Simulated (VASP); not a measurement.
Set up this calculation in VASP 6.6.1, as the native input.

* Task: single point
* Functional: PBE-based screened hybrid with 25 % exact exchange
* Potentials or basis: VASP PAW PBE potentials, release 64 (Au)
* Cutoff: 520 eV
* k mesh: 6 × 6 × 6
* Occupations: fermi-dirac, width 0.05 eV
* Spin: no spin polarisation
* Dipole correction: no
* Grid for exact exchange (PRECFOCK): Normal
* Share of exact exchange: 0.25
* Further INCAR settings: ALGO = Normal; EDIFF = 1e-07; NBANDS = 12
* Screening parameter: 0.3 1/Å

Crystal: Au.

```xyz
1
Lattice="0.0000 2.0485 2.0485 2.0485 0.0000 2.0485 2.0485 2.0485 0.0000" Properties=species:S:1:pos:R:3 pbc="T T T"
Au    0.0000    0.0000    0.0000
```

These files were run (other wordings do the same):

POSCAR

```
Au
1.0
    0.0000000000      2.0484772140      2.0484772140
    2.0484772140      0.0000000000      2.0484772140
    2.0484772140      2.0484772140      0.0000000000
Au
1
Direct
    0.0000000000      0.0000000000      0.0000000000
```

INCAR.step1

```
SYSTEM = Au
PREC = Accurate
ENCUT = 520
EDIFF = 1E-5
ISMEAR = -1
SIGMA = 0.05
LREAL = .False.
LASPH = .True.
NELM = 60
ALGO = Normal
ISIF = 2
LWAVE = .True.
LCHARG = .False.
GGA = PE
NBANDS = 12
```

INCAR.step2

```
SYSTEM = Au
PREC = Accurate
ENCUT = 520
EDIFF = 1E-7
ISMEAR = -1
SIGMA = 0.05
LREAL = .False.
LASPH = .True.
NELM = 60
ALGO = Normal
ISIF = 2
LWAVE = .False.
LCHARG = .False.
GGA = PE
LHFCALC = .True.
AEXX = 0.25
HFSCREEN = 0.3
PRECFOCK = Normal
ISTART = 1
NBANDS = 12
```

KPOINTS

```
regular mesh
0
Gamma
  6 6 6
  0 0 0
```

Potentials or basis: VASP PAW PBE potentials, release 64 (Au).

The run is started by

```sh
$ cat potpaw_PBE.64/Au/POTCAR > POTCAR
$ cp INCAR.step1 INCAR
$ mpirun -np 1 vasp_std > vasp.out
$ cp INCAR.step2 INCAR
$ mpirun -np 1 vasp_std > vasp.out
```

It gave:

* Pressure: 5.1 GPa
* Band gap on the k mesh: zero (an odd number of electrons rules out a gap without spin polarisation)

Caveat: the k points lie up to 0.44 Å⁻¹ apart, too coarse for converged energies and pressures of a metal; the PAW data sets were made with another functional, which shifts forces and pressure a little; spin-orbit coupling is left out, which moves the levels of the heavy elements.

Run time: 22 min on 1 thread of Intel Xeon 8259CL (shared host), peak memory 0.25 GiB.
